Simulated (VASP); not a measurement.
# CoH3 (Im-3m) in VASP: relaxation of cell and atoms with PBE

Aim: the relaxation of cell and atoms of CoH3 with PBE.

Everything below comes from runs of VASP 6.6.1. Logs are shortened: lines on timing, memory, paths and dates and some standing lists are left out, and cuts for length are marked.

### Step 1. The cell of the first run

Symmetry: Im-3m, No. 229, cubic system. The conventional cell has a = 4.354 Å, b = 4.354 Å, c = 4.354 Å, α = 90.00°, β = 90.00°, γ = 90.00°. Co (site symmetry m-3m) has 6 H at 2.18 Å within 2.9 Å. H (site symmetry 4/mmm) has 2 Co at 2.18 Å and 4 H at 2.18 Å within 2.9 Å.

The cell was built from a structure type or drawn by symmetry, and may not be a known phase.

### Step 2. Relaxation of cell and atoms, PBE, collinear spin, ferromagnetic start

Input file INCAR:

```
PREC = Accurate
ENCUT = 600
EDIFF = 1E-6
ISMEAR = 0
SIGMA = 0.15
LREAL = F
LASPH = T
NELM = 150
ALGO = Normal
ISIF = 3
LWAVE = F
LCHARG = F
ISPIN = 2
MAGMOM = 3 0 0 0
LORBIT = 11
LMAXMIX = 4
GGA = PE
IBRION = 2
NSW = 36
EDIFFG = -0.08
```

Input file KPOINTS:

```
Automatic mesh
0
Gamma
  5 5 5
```

Input file POSCAR:

```
CoH3
1.0
   -2.1772267800      2.1772267800      2.1772267800
    2.1772267800     -2.1772267800      2.1772267800
    2.1772267800      2.1772267800     -2.1772267800
Co H
1 3
Direct
    0.0000000000      0.0000000000      0.0000000000
    0.0000000000      0.5000000000      0.5000000000
    0.5000000000      0.0000000000      0.5000000000
    0.5000000000      0.5000000000      0.0000000000
```

Potentials or basis: VASP PAW PBE potentials, release 64 (Co, H).

Command:

```bash
> cat potpaw_PBE.64/Co/POTCAR potpaw_PBE.64/H/POTCAR > POTCAR
> mpirun -np 1 vasp_std > vasp.out
```

OUTCAR:

```text
PREC = Accurate
   ENCUT = 600
   EDIFF = 1E-6
   ISMEAR = 0
   LREAL = F
   LASPH = T
   NELM = 150
   ISIF = 3
   ISPIN = 2
   LORBIT = 11
   GGA = PE
   IBRION = 2
   NSW = 36
   EDIFFG = -0.08

 ion  position               nearest neighbor table
   1  0.000  0.000  0.000-
   2  0.000  0.500  0.500-
   3  0.500  0.000  0.500-
   4  0.500  0.500  0.000-

  LATTYP: Found a body centered cubic cell.
 ALAT       =     4.3544535600

  Lattice vectors:

 A1 = (  -2.1772267800,   2.1772267800,   2.1772267800)
 A2 = (   2.1772267800,  -2.1772267800,   2.1772267800)
 A3 = (   2.1772267800,   2.1772267800,  -2.1772267800)

Analysis of symmetry for initial positions (statically):
=====================================================================
 Subroutine PRICEL returns:
 Original cell was already a primitive cell.

 Routine SETGRP: Setting up the symmetry group for a
 body centered cubic supercell.

 Subroutine GETGRP returns: Found 48 space group operations
 (whereof 48 operations were pure point group operations)
 out of a pool of 48 trial point group operations.

The static configuration has the point symmetry O_h .

Analysis of symmetry for dynamics (positions and initial velocities):
=====================================================================
 Subroutine PRICEL returns:
 Original cell was already a primitive cell.

 Routine SETGRP: Setting up the symmetry group for a
 body centered cubic supercell.

 Subroutine GETGRP returns: Found 48 space group operations
 (whereof 48 operations were pure point group operations)
 out of a pool of 48 trial point group operations.

The dynamic configuration has the point symmetry O_h .

Analysis of structural, dynamic, and magnetic symmetry:
=====================================================================
 Subroutine PRICEL returns:
 Original cell was already a primitive cell.

 Routine SETGRP: Setting up the symmetry group for a
 body centered cubic supercell.

 Subroutine GETGRP returns: Found 48 space group operations
 (whereof 48 operations were pure point group operations)
 out of a pool of 48 trial point group operations.

The overall configuration has the point symmetry O_h .
[... 82 lines left out ...]
   ISPIN  =      2    spin polarized calculation?
   LNONCOLLINEAR =      F non collinear calculations
   LSORBIT =      F    spin-orbit coupling
   LASPH  =      T    aspherical Exc in radial PAW
   ENCUT  =  600.0 eV  44.10 Ry    6.64 a.u.   7.53  7.53  7.53*2*pi/ulx,y,z
   NELM   =    150;   NELMIN=  2; NELMDL= -5     # of ELM steps
   EDIFF  = 0.1E-05   stopping-criterion for ELM
   LREAL  =      F    real-space projection
   EDIFFG = -.8E-01   stopping-criterion for IOM
   NSW    =     36    number of steps for IOM
   IBRION =      2    ionic relax: 0-MD 1-quasi-New 2-CG
   NFREE  =      1    steps in history (QN), initial steepest desc. (CG)
   ISIF   =      3    stress and relaxation
   ISYM   =      2    0-nonsym 1-usesym 2-fastsym
   POTIM  = 0.5000    time-step for ionic-motion
   TEBEG  =    0.0;   TEEND  =   0.0 temperature during run
   PSTRESS=    0.0 pullay stress
   NELECT =      12.0000    total number of electrons
   NUPDOWN=      -1.0000    fix difference up-down
   EMIN   =  10.00;   EMAX   =-10.00  energy-range for DOS
   EFERMI =   0.00;   METHOD = LEGACY
   ISMEAR =     0;   SIGMA  =   0.15  broadening in eV -4-tet -1-fermi 0-gaus
   EFERMI_NEDOS =   21; number of points for ismear=-14 and -15
   IALGO  =     38    algorithm
   IMIX   =      4    mixing-type and parameters
     AMIX     =   0.40;   BMIX     =  1.00
     AMIX_MAG =   1.60;   BMIX_MAG =  1.00
  volume/ion in A,a.u.               =      10.32        69.65
  Fermi-wavevector in a.u.,A,eV,Ry     =   1.084455  2.049323 16.001035  1.176043
  Thomas-Fermi vector in A             =   2.220546
   LORBIT       =     11    0 simple, 1 ext, 2 COOP (PROOUT), +10 PAW based schemes
   GGA     = PE    functional components
   LHFCALC =     F    Hartree Fock is set to
   AEXX    =    0.0000 exact exchange contribution
   IVDW    =     0    specifies the selected vdW correction
   LEPSILON=     F    determine dielectric tensor
   LRPA    =     F    only Hartree local field effects (RPA)
 conjugate gradient relaxation of ions
 spin polarized calculation
 Gauss-broadening in eV      SIGMA  =   0.15
  energy-cutoff  :      600.00
  volume of cell :       41.28
 maximum number of plane-waves:      1409
 NGX is ok and might be reduce to    30
   NGX = 15   NGY = 15   NGZ = 15

--------------------------------------- Ionic step        1  -------------------------------------------

 number of electron      12.0000007 magnetization       1.9105388

 Free energy of the ion-electron system (eV)
  ---------------------------------------------------
  ext. energy  EPLUGINS =         0.00000000
  ---------------------------------------------------
  free energy    TOTEN  =       -11.52055844 eV

  energy without entropy =      -11.48522428  energy(sigma->0) =      -11.50289136

------------------------ aborting loop because EDIFF is reached ----------------------------------------

  FORCE on cell =-STRESS in cart. coord.  units (eV):
  Direction    XX          YY          ZZ          XY          YZ          ZX
  --------------------------------------------------------------------------------------
  -------------------------------------------------------------------------------------
  Total       -5.6621945     -5.6621945     -5.6621945      0.0000000      0.0000000      0.0000000
  in kB     -219.7477179   -219.7477179   -219.7477179      0.0000000      0.0000000      0.0000000
  external PRESSURE =    -219.7477179 kB  Pullay stress =       0.0000000 kB
[... 809 lines left out ...]
 number of electron      12.0000003 magnetization       0.0000003

 number of electron      12.0000003 magnetization      -0.0000004

 Free energy of the ion-electron system (eV)
  ---------------------------------------------------
  ext. energy  EPLUGINS =         0.00000000
  ---------------------------------------------------
  free energy    TOTEN  =       -14.40746274 eV

  energy without entropy =      -14.39301383  energy(sigma->0) =      -14.40023829

 E-fermi :   7.6865     XC(G=0): -12.3021

 val. band max:        7.6609238594   @ k =  -0.4000  -0.4000   0.2000
 cond. band min:       7.8062233544   @ k =   0.4000   0.2000  -0.0000
 fundamental gap:      0.1452994950
 Fermi energy:         7.6865449431
[... 334 lines left out ...]
  FREE ENERGIE OF THE ION-ELECTRON SYSTEM (eV)
  ---------------------------------------------------
  free  energy   TOTEN  =       -14.4074627429 eV

  energy  without entropy=      -14.3930138305  energy(sigma->0) =      -14.40023829

 reached required accuracy - stopping structural energy minimisation

 total charge

# of ion       s       p       d       tot
------------------------------------------
    1        0.384   0.424   7.590   8.398
    2        0.472   0.030   0.000   0.501
    3        0.472   0.030   0.000   0.501
    4        0.472   0.030   0.000   0.501
--------------------------------------------------
tot          1.798   0.513   7.590   9.902

 magnetization (x)

# of ion       s       p       d       tot
------------------------------------------
    1        0.000  -0.000   0.000   0.000
    2       -0.000  -0.000   0.000  -0.000
    3       -0.000  -0.000   0.000  -0.000
    4       -0.000  -0.000   0.000  -0.000
--------------------------------------------------
tot          0.000  -0.000   0.000   0.000
```

It took 2.6 min on 1 thread of AMD EPYC 7R43 (Zen 3), shared host; peak memory 0.17 GiB.

Results:

```yaml
Free_energy: -14.4075 eV
Relaxed_volume: 4.86 Å³/atom
Relaxed_cell: a = 2.934 Å, b = 2.934 Å, c = 2.934 Å, α = 109.47°, β = 109.47°, γ = 109.47°
Space_group_after_relaxing_to_0.1_Å: Im-3m (No. 229)
Energy_gained_by_relaxing: 721.7 meV/atom
Ionic_steps: 6
Pressure_after_relaxing: 0.6 GPa
Band_gap_on_the_k_mesh: 0.15 eV (least direct gap 0.53 eV)
Net_moment: 0.00 μB per cell
Valence_electrons_inside_the_program's_atomic_spheres: Co 8.40; H 0.50
```

The path:
| step | energy change (eV) | largest force (eV/Å) | pressure (GPa) | volume (Å³) |
| --- | --- | --- | --- | --- |
| 1 | 0.0000 | 0.0000 | -21.97 | 41.28 |
| 2 | -1.1312 | 0.0000 | -23.53 | 33.39 |
| 3 | -2.4158 | 0.0000 | 49.14 | 15.85 |
| 4 | -2.6019 | 0.0000 | -19.54 | 23.51 |
| 5 | -2.8680 | 0.0000 | -6.40 | 20.43 |
| 6 | -2.8869 | 0.0000 | 0.55 | 19.45 |

Final structure:
```
CELL_PARAMETERS angstrom
-1.69413 1.69413 1.69413
1.69413 -1.69413 1.69413
1.69413 1.69413 -1.69413
ATOMIC_POSITIONS crystal
Co 0.00000 0.00000 0.00000
H 0.00000 0.50000 0.50000
H 0.50000 0.00000 0.50000
H 0.50000 0.50000 0.00000
```

Caveat: the volume moved by over 15 % at a fixed basis, so the end points are rough; an odd mesh through Γ misses points on the zone boundary, where band edges can lie.
